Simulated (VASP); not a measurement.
# BiTe (Fm-3m) in VASP: notebook

Runs on BiTe. Level: PBE. Tasks: vibrations by perturbation theory.

Everything below comes from runs of VASP 6.6.1. Logs are shortened: lines on timing, memory, paths and dates and some standing lists are left out, and cuts for length are marked.

### 1 The cell of the first run

Symmetry: Fm-3m, No. 225, cubic system. The conventional cell has a = 6.084 Å, b = 6.084 Å, c = 6.084 Å, α = 90.00°, β = 90.00°, γ = 90.00°. Within 4.0 Å of Bi (site symmetry m-3m) lie 6 Te at 3.04 Å. Within 4.0 Å of Te (site symmetry m-3m) lie 6 Bi at 3.04 Å.

### 2 Vibrations by perturbation theory, PBE

INCAR reads:

```
SYSTEM = BiTe
ALGO = Normal
EDIFF = 1E-8
ENCUT = 520
GGA = PE
IBRION = 8
ISIF = 2
ISMEAR = -1
LASPH = .True.
LCHARG = .False.
LREAL = .False.
LWAVE = .False.
NBANDS = 18
NELM = 100
NSW = 1
PREC = Accurate
SIGMA = 0.15
```

KPOINTS reads:

```
k-points
0
Gamma
  12 12 12
  0 0 0
```

POSCAR reads:

```
BiTe
1.0
    0.0000000000      3.0420884745      3.0420884745
    3.0420884745      0.0000000000      3.0420884745
    3.0420884745      3.0420884745      0.0000000000
Bi Te
1 1
Direct
    0.0000000000      0.0000000000      0.0000000000
    0.5000000000      0.5000000000      0.5000000000
```

Potentials or basis: VASP PAW PBE potentials, release 64 (Bi_d, Te).

Started as:

```console
cat potpaw_PBE.64/Bi_d/POTCAR potpaw_PBE.64/Te/POTCAR > POTCAR
mpirun -np 1 vasp_std > vasp.out
```

OUTCAR:

```text
SYSTEM = BiTe
   EDIFF = 1E-8
   ENCUT = 520
   GGA = PE
   IBRION = 8
   ISIF = 2
   ISMEAR = -1
   LASPH = .True.
   LREAL = .False.
   NELM = 100
   NSW = 1
   PREC = Accurate

 ion  position               nearest neighbor table
   1  0.000  0.000  0.000-   2 3.04   2 3.04   2 3.04   2 3.04   2 3.04   2 3.04
   2  0.500  0.500  0.500-   1 3.04   1 3.04   1 3.04   1 3.04   1 3.04   1 3.04

  LATTYP: Found a face centered cubic cell.
 ALAT       =     6.0841769490

  Lattice vectors:

 A1 = (   0.0000000000,   3.0420884745,   3.0420884745)
 A2 = (   3.0420884745,   0.0000000000,   3.0420884745)
 A3 = (   3.0420884745,   3.0420884745,   0.0000000000)

Analysis of symmetry for initial positions (statically):
=====================================================================
 Subroutine PRICEL returns:
 Original cell was already a primitive cell.

 Routine SETGRP: Setting up the symmetry group for a
 face centered cubic supercell.

 Subroutine GETGRP returns: Found 48 space group operations
[... 9 lines left out ...]

 Routine SETGRP: Setting up the symmetry group for a
 face centered cubic supercell.

 Subroutine GETGRP returns: Found 48 space group operations
[... 11 lines left out ...]
                                     Primitive cell

  volume of cell :      56.3048

  direct lattice vectors                    reciprocal lattice vectors
     0.000000000  3.042088474  3.042088474    -0.164360769  0.164360769  0.164360769
     3.042088474  0.000000000  3.042088474     0.164360769 -0.164360769  0.164360769
     3.042088474  3.042088474  0.000000000     0.164360769  0.164360769 -0.164360769

  length of vectors
     4.302162779  4.302162779  4.302162779     0.284681202  0.284681202  0.284681202

  position of ions in fractional coordinates (direct lattice)
     0.000000000  0.000000000  0.000000000
     0.500000000  0.500000000  0.500000000

  ion indices of the primitive-cell ions
   primitive index   ion index
                 1           1
                 2           2

----------------------------------------------------------------------------------------

 KPOINTS: k-points

Automatic generation of k-mesh.
 Grid dimensions read from file:
 generate k-points for:   12   12   12

 Generating k-lattice:

  Cartesian coordinates                     Fractional coordinates (reciprocal lattice)
    -0.013696731  0.013696731  0.013696731     0.083333333  0.000000000  0.000000000
     0.013696731 -0.013696731  0.013696731     0.000000000  0.083333333  0.000000000
     0.013696731  0.013696731 -0.013696731     0.000000000  0.000000000  0.083333333

  Length of vectors
     0.023723434  0.023723434  0.023723434

  Shift w.r.t. Gamma in fractional coordinates (k-lattice)
     0.000000000  0.000000000  0.000000000

 Subroutine IBZKPT returns following result:
 ===========================================

 Found     72 irreducible k-points:

 Following reciprocal coordinates:
            Coordinates               Weight
  0.000000  0.000000  0.000000      1.000000
  0.083333  0.000000  0.000000      8.000000
  0.166667  0.000000  0.000000      8.000000
  0.250000  0.000000  0.000000      8.000000
  0.333333  0.000000  0.000000      8.000000
  0.416667  0.000000  0.000000      8.000000
[... 16 lines left out ...]
  0.500000  0.166667  0.000000     24.000000
 -0.416667  0.166667  0.000000     24.000000
 [... further k-points ...]
   k-points           NKPTS =     72   k-points in BZ     NKDIM =     72   number of bands    NBANDS=     18
   number of dos      NEDOS =    301   number of ions     NIONS =      2
   total plane-waves  NPLWV =  32768
   dimension x,y,z NGX =    32 NGY =   32 NGZ =   32
   dimension x,y,z NGXF=    64 NGYF=   64 NGZF=   64
   ions per type =               1   1
   NGX,Y,Z   is equivalent  to a cutoff of  12.37, 12.37, 12.37 a.u.
   NGXF,Y,Z  is equivalent  to a cutoff of  24.73, 24.73, 24.73 a.u.
 SYSTEM =  BiTe
   PREC   = accura    normal or accurate (medium, high low for compatibility)
   ISTART =      0    job   : 0-new  1-cont  2-samecut
   ICHARG =      2    charge: 1-file 2-atom 10-const
   ISPIN  =      1    spin polarized calculation?
   LNONCOLLINEAR =      F non collinear calculations
   LSORBIT =      F    spin-orbit coupling
   LASPH  =      T    aspherical Exc in radial PAW
   ENCUT  =  520.0 eV  38.22 Ry    6.18 a.u.   8.00  8.00  8.00*2*pi/ulx,y,z
   NELM   =    100;   NELMIN=  2; NELMDL= -5     # of ELM steps
   EDIFF  = 0.1E-07   stopping-criterion for ELM
   LREAL  =      F    real-space projection
   EDIFFG = 0.1E-06   stopping-criterion for IOM
   NSW    =      1    number of steps for IOM
   IBRION =      8    ionic relax: 0-MD 1-quasi-New 2-CG
   NFREE  =      0    steps in history (QN), initial steepest desc. (CG)
   ISIF   =      2    stress and relaxation
   ISYM   =      2    0-nonsym 1-usesym 2-fastsym
   POTIM  = 0.5000    time-step for ionic-motion
   TEBEG  =    0.0;   TEEND  =   0.0 temperature during run
   PSTRESS=    0.0 pullay stress
   NELECT =      21.0000    total number of electrons
   NUPDOWN=      -1.0000    fix difference up-down
   EMIN   =  10.00;   EMAX   =-10.00  energy-range for DOS
   EFERMI =   0.00;   METHOD = LEGACY
   ISMEAR =    -1;   SIGMA  =   0.15  broadening in eV -4-tet -1-fermi 0-gaus
   EFERMI_NEDOS =   21; number of points for ismear=-14 and -15
   IALGO  =     38    algorithm
   IMIX   =      4    mixing-type and parameters
     AMIX     =   0.40;   BMIX     =  1.00
     AMIX_MAG =   1.60;   BMIX_MAG =  1.00
  volume/ion in A,a.u.               =      28.15       189.98
  Fermi-wavevector in a.u.,A,eV,Ry     =   1.178418  2.226887 18.893993  1.388669
  Thomas-Fermi vector in A             =   2.314747
   LORBIT       =      0    0 simple, 1 ext, 2 COOP (PROOUT), +10 PAW based schemes
   GGA     = PE    functional components
   LHFCALC =     F    Hartree Fock is set to
   AEXX    =    0.0000 exact exchange contribution
   IVDW    =     0    specifies the selected vdW correction
   LEPSILON=     F    determine dielectric tensor
   LRPA    =     F    only Hartree local field effects (RPA)
 non-spin polarized calculation
  energy-cutoff  :      520.00
  volume of cell :       56.30
 maximum number of plane-waves:      1540
   NGX = 15   NGY = 15   NGZ = 15

--------------------------------------- Ionic step        1  -------------------------------------------

 number of electron      20.9999993 magnetization

 Free energy of the ion-electron system (eV)
  ---------------------------------------------------
  ext. energy  EPLUGINS =         0.00000000
  ---------------------------------------------------
  free energy    TOTEN  =        -6.73941122 eV

  energy without entropy =       -6.65760207  energy(sigma->0) =       -6.69850665

 E-fermi :   9.1378     XC(G=0): -10.2832

 val. band max:        9.0992326931   @ k =  -0.3333   0.1667   0.0000
 cond. band min:       9.1441778191   @ k =   0.4167   0.1667   0.0833
 fundamental gap:      0.0449451260
 Fermi energy:         9.1378064766

 k-point     1 :       0.0000    0.0000    0.0000
  band No.  band energies     occupation
      1     -14.2029      2.00000
      2     -14.2029      2.00000
      3     -14.1857      2.00000
      4     -14.1857      2.00000
      5     -14.1857      2.00000
      6      -5.8744      2.00000
[... 10 lines left out ...]
     17      15.0725      0.00000
     18      15.9242      0.00000
[... 463 lines left out ...]
 k-point    24 :      -0.4167    0.1667    0.0000
  band No.  band energies     occupation
      1     -14.2189      2.00000
      2     -14.2114      2.00000
      3     -14.1805      2.00000
      4     -14.1731      2.00000
      5     -14.1701      2.00000
      6      -3.2966      2.00000
[... 10 lines left out ...]
     17      19.2321      0.00000
     18      20.2827      0.00000

 [... further k-points ...]

------------------------ aborting loop because EDIFF is reached ----------------------------------------

  FORCE on cell =-STRESS in cart. coord.  units (eV):
  Direction    XX          YY          ZZ          XY          YZ          ZX
  --------------------------------------------------------------------------------------
  -------------------------------------------------------------------------------------
  Total        5.2564619      5.2564619      5.2564619     -0.0000000     -0.0000000     -0.0000000
  in kB      149.5748520    149.5748520    149.5748520     -0.0000000     -0.0000000     -0.0000000
  external PRESSURE =     149.5748520 kB  Pullay stress =       0.0000000 kB

 VOLUME and BASIS-vectors are now :
 -----------------------------------------------------------------------------
  energy-cutoff  :      520.00
  volume of cell :       56.30
      direct lattice vectors                 reciprocal lattice vectors
     0.000000000  3.042088474  3.042088474    -0.164360769  0.164360769  0.164360769
     3.042088474  0.000000000  3.042088474     0.164360769 -0.164360769  0.164360769
     3.042088474  3.042088474  0.000000000     0.164360769  0.164360769 -0.164360769

 POSITION                                       TOTAL-FORCE (eV/Angst)
 -----------------------------------------------------------------------------------
      0.00000      0.00000      0.00000         0.000000     -0.000000      0.000000
      3.04209      3.04209      3.04209        -0.000000      0.000000     -0.000000
 -----------------------------------------------------------------------------------
    total drift:                                0.000000     -0.000000     -0.000000

  FREE ENERGIE OF THE ION-ELECTRON SYSTEM (eV)
  ---------------------------------------------------
  free  energy   TOTEN  =        -6.7394112216 eV

  energy  without entropy=       -6.6576020691  energy(sigma->0) =       -6.69850665

[... ionic steps 2 to 3 ...]

--------------------------------------- Ionic step        4  -------------------------------------------

------------------------ aborting loop because EDIFF is reached ----------------------------------------

[... ionic steps 5 to 6 ...]

--------------------------------------- Ionic step        7  -------------------------------------------

 Free energy of the ion-electron system (eV)
  ---------------------------------------------------
  ---------------------------------------------------
  free energy    TOTEN  =        -0.04515120 eV

  energy without entropy =       -0.04515120

------------------------ aborting loop because EDIFF is reached ----------------------------------------

 INTERNAL STRAIN TENSOR  FOR ION    2  DIRECTION 1   (eV/Angst):
 -----------------------------------------------------------------------------
     0.06512  0.00000  0.00000
     0.00000 -0.02492  0.00000
     0.00000  0.00000 -0.02492

 INTERNAL STRAIN TENSOR FOR ION    2 for displacements in x,y,z  (eV/Angst):
          X           Y           Z          XY          YZ          ZX
  --------------------------------------------------------------------------------
  x     0.00000     0.00000     0.00000     0.00000     0.00000     0.00000
  y     0.00000     0.00000     0.00000     0.00000     0.00000     0.00000
  z     0.00000     0.00000     0.00000     0.00000     0.00000     0.00000

 SECOND DERIVATIVES (NOT SYMMETRIZED)
 ------------------------------------
               1X          1Y          1Z          2X          2Y          2Z
  1X    -6.196649    0.000000    0.000000    6.196649    0.000000    0.000000
  1Y     0.000000   -6.196649    0.000000    0.000000    6.196649    0.000000
  1Z     0.000000    0.000000   -6.196649    0.000000    0.000000    6.196649
  2X     6.227668    0.000000    0.000000   -6.227668    0.000000    0.000000
  2Y     0.000000    6.227668    0.000000    0.000000   -6.227668    0.000000
  2Z     0.000000    0.000000    6.227668    0.000000    0.000000   -6.227668

 Eigenvectors and eigenvalues of the dynamical matrix
 ----------------------------------------------------

   1 f  =    4.378948 THz    27.513742 2PiTHz  146.065986 cm-1    18.109866 meV
             X         Y         Z           dx          dy          dz
      0.000000  0.000000  0.000000     0.000000    0.614763    0.000000
      3.042088  3.042088  3.042088     0.000000   -0.788712    0.000000

   2 f  =    4.378948 THz    27.513742 2PiTHz  146.065986 cm-1    18.109866 meV
             X         Y         Z           dx          dy          dz
      0.000000  0.000000  0.000000    -0.614763    0.000000    0.000000
      3.042088  3.042088  3.042088     0.788712    0.000000    0.000000

   3 f  =    4.378948 THz    27.513742 2PiTHz  146.065986 cm-1    18.109866 meV
             X         Y         Z           dx          dy          dz
      0.000000  0.000000  0.000000     0.000000    0.000000   -0.614763
      3.042088  3.042088  3.042088     0.000000    0.000000    0.788712

   4 f/i=    0.005301 THz     0.033307 2PiTHz    0.176822 cm-1     0.021923 meV
             X         Y         Z           dx          dy          dz
      0.000000  0.000000  0.000000     0.788712    0.000000    0.000000
      3.042088  3.042088  3.042088     0.614763    0.000000    0.000000

   5 f/i=    0.005301 THz     0.033307 2PiTHz    0.176822 cm-1     0.021923 meV
             X         Y         Z           dx          dy          dz
      0.000000  0.000000  0.000000     0.000000   -0.788712    0.000000
      3.042088  3.042088  3.042088     0.000000   -0.614763    0.000000

   6 f/i=    0.005301 THz     0.033307 2PiTHz    0.176822 cm-1     0.021923 meV
             X         Y         Z           dx          dy          dz
      0.000000  0.000000  0.000000     0.000000    0.000000    0.788712
      3.042088  3.042088  3.042088     0.000000    0.000000    0.614763

--------------------------------------------------------------------------------------------------------

 ELASTIC MODULI CONTR FROM IONIC RELAXATION (kBar)
 Direction    XX          YY          ZZ          XY          YZ          ZX
 --------------------------------------------------------------------------------
 XX           0.0000      0.0000      0.0000      0.0000      0.0000      0.0000
 YY           0.0000      0.0000      0.0000      0.0000      0.0000      0.0000
 ZZ           0.0000      0.0000      0.0000      0.0000      0.0000      0.0000
 XY           0.0000      0.0000      0.0000      0.0000      0.0000      0.0000
 YZ           0.0000      0.0000      0.0000      0.0000      0.0000      0.0000
 ZX           0.0000      0.0000      0.0000      0.0000      0.0000      0.0000
 --------------------------------------------------------------------------------
```

Wall time 4.3 min (1 thread of Intel Xeon Platinum 8488C (Sapphire Rapids), shared host); peak memory 0.47 GiB.

Results:

```yaml
Highest_phonon_frequency_at_Γ_LO-TO_splitting_left_out: 146 cm⁻¹
```

Phonon frequencies in cm⁻¹ (negative: imaginary):
```tsv
q point	frequencies
(0.000, 0.000, 0.000)	0 0 0 146 146 146
```

Caveat: the cell wasn't relaxed at this level first, which shifts response properties; spin-orbit coupling is left out, which moves the levels of the heavy elements.

### 3 Vibrations by perturbation theory, PBE

This run uses another cell than the first one, of 31.57 Å³/atom, 1.122 times its volume.

INCAR reads:

```
SYSTEM = BiTe
ALGO = Normal ; EDIFF = 1E-8
ENCUT = 520 ; GGA = PE
IBRION = 8 ; ISIF = 2
ISMEAR = -1 ; LASPH = .TRUE.
LCHARG = .FALSE. ; LREAL = .FALSE.
LWAVE = .FALSE. ; NBANDS = 18
NELM = 60 ; NSW = 1
PREC = Accurate ; SIGMA = 0.15
```

KPOINTS reads:

```
k-points
0
G
  12 12 12
  0 0 0
```

POSCAR reads:

```
BiTe
1.0
    0.0000000000      3.1606548273      3.1606548273
    3.1606548273      0.0000000000      3.1606548273
    3.1606548273      3.1606548273      0.0000000000
Bi Te
1 1
Direct
    0.0000000000      0.0000000000      0.0000000000
    0.5000000000      0.5000000000      0.5000000000
```

Potentials or basis: VASP PAW PBE potentials, release 64 (Bi_d, Te).

Started as:

```console
cat potpaw_PBE.64/Bi_d/POTCAR potpaw_PBE.64/Te/POTCAR > POTCAR
mpirun -np 1 vasp_std > vasp.out
```

OUTCAR:

```text
SYSTEM = BiTe
   EDIFF = 1E-8
   ENCUT = 520
   GGA = PE
   IBRION = 8
   ISIF = 2
   ISMEAR = -1
   LASPH = .TRUE.
   LREAL = .FALSE.
   NELM = 60
   NSW = 1
   PREC = Accurate

 ion  position               nearest neighbor table
   1  0.000  0.000  0.000-   2 3.16   2 3.16   2 3.16   2 3.16   2 3.16   2 3.16
   2  0.500  0.500  0.500-   1 3.16   1 3.16   1 3.16   1 3.16   1 3.16   1 3.16

  LATTYP: Found a face centered cubic cell.
[... 763 lines left out ...]
               1X          1Y          1Z          2X          2Y          2Z
  1X    -3.678282    0.000000    0.000000    3.678282    0.000000    0.000000
  1Y     0.000000   -3.678282    0.000000    0.000000    3.678282    0.000000
  1Z     0.000000    0.000000   -3.678282    0.000000    0.000000    3.678282
  2X     3.670158    0.000000    0.000000   -3.670158    0.000000    0.000000
  2Y     0.000000    3.670158    0.000000    0.000000   -3.670158    0.000000
  2Z     0.000000    0.000000    3.670158    0.000000    0.000000   -3.670158

 Eigenvectors and eigenvalues of the dynamical matrix
 ----------------------------------------------------

   1 f  =    3.366214 THz    21.150548 2PiTHz  112.284823 cm-1    13.921537 meV
             X         Y         Z           dx          dy          dz
      0.000000  0.000000  0.000000     0.000000    0.616140    0.000000
      3.160655  3.160655  3.160655     0.000000   -0.787637    0.000000
[... 21 lines left out ...]
   6 f/i=    0.001806 THz     0.011348 2PiTHz    0.060243 cm-1     0.007469 meV
             X         Y         Z           dx          dy          dz
      0.000000  0.000000  0.000000     0.000000    0.000000    0.787637
      3.160655  3.160655  3.160655     0.000000    0.000000    0.616140

--------------------------------------------------------------------------------------------------------

 ELASTIC MODULI CONTR FROM IONIC RELAXATION (kBar)
 Direction    XX          YY          ZZ          XY          YZ          ZX
 --------------------------------------------------------------------------------
 XX           0.0000      0.0000      0.0000      0.0000      0.0000      0.0000
 YY           0.0000      0.0000      0.0000      0.0000      0.0000      0.0000
 ZZ           0.0000      0.0000      0.0000      0.0000      0.0000      0.0000
 XY           0.0000      0.0000      0.0000      0.0000      0.0000      0.0000
 YZ           0.0000      0.0000      0.0000      0.0000      0.0000      0.0000
 ZX           0.0000      0.0000      0.0000      0.0000      0.0000      0.0000
 --------------------------------------------------------------------------------
```

OSZICAR:

```text
N       E                     dE             d eps       ncg     rms          rms(c)
DAV:   1     0.161064452201E+03    0.16106E+03   -0.98948E+03  2600   0.114E+03
DAV:   2     0.497816223527E+01   -0.15609E+03   -0.15179E+03  2778   0.308E+02
[... 44 lines left out ...]
RMM:   7    -0.462078450523E-01    0.54621E-06   -0.61633E-08 11474   0.119E-03    0.423E-04
RMM:   8    -0.462069514238E-01    0.89363E-06   -0.17809E-07 11969   0.407E-04    0.923E-05
RMM:   9    -0.462072127057E-01   -0.26128E-06    0.26702E-07 12523   0.162E-04    0.493E-05
RMM:  10    -0.462072407318E-01   -0.28026E-07   -0.52266E-08 11747   0.515E-05    0.154E-05
RMM:  11    -0.462072776317E-01   -0.36900E-07   -0.68426E-09 12523   0.213E-05    0.270E-06
RMM:  12    -0.462072793928E-01   -0.17610E-08   -0.22479E-08  9824   0.127E-05    0.983E-07
 Linear response finished
```

stdout:

```text
POSCAR found type information on POSCAR BiTe
 POSCAR found :  2 types and       2 ions
 scaLAPACK will be used
 LDA part: xc-table for (Slater+PW92), standard interpolation
 POSCAR, INCAR and KPOINTS ok, starting setup
 FFT: planning ... GRIDC
 FFT: planning ... GRID_SOFT
 FFT: planning ... GRID
 WAVECAR not read
 entering main loop
 Linear response reoptimize wavefunctions to high precision
 Linear response DOF=           2
 Linear response progress:
 first order change of Fermi-energy   0.21238E-03
 force on displaced ion       1 direction 1 :  -3.678   0.000   0.000
 Linear response progress:
 first order change of Fermi-energy  -0.15141E-03
 force on displaced ion       2 direction 1 :  -3.670   0.000   0.000
 Linear response finished
```

Wall time 5.8 min (1 thread of Intel Xeon Platinum 8488C (Sapphire Rapids), shared host); peak memory 0.54 GiB.

Results:

| Item | Value |
| --- | --- |
| Highest phonon frequency at Γ, LO-TO splitting left out | 112 cm⁻¹ |

Phonon frequencies in cm⁻¹ (negative: imaginary):
| q point | frequencies |
| --- | --- |
| (0.000, 0.000, 0.000) | 0 0 0 112 112 112 |

Caveat: the cell wasn't relaxed at this level first, which shifts response properties; spin-orbit coupling is left out, which moves the levels of the heavy elements.

(Part 1 of 3 ends here.)
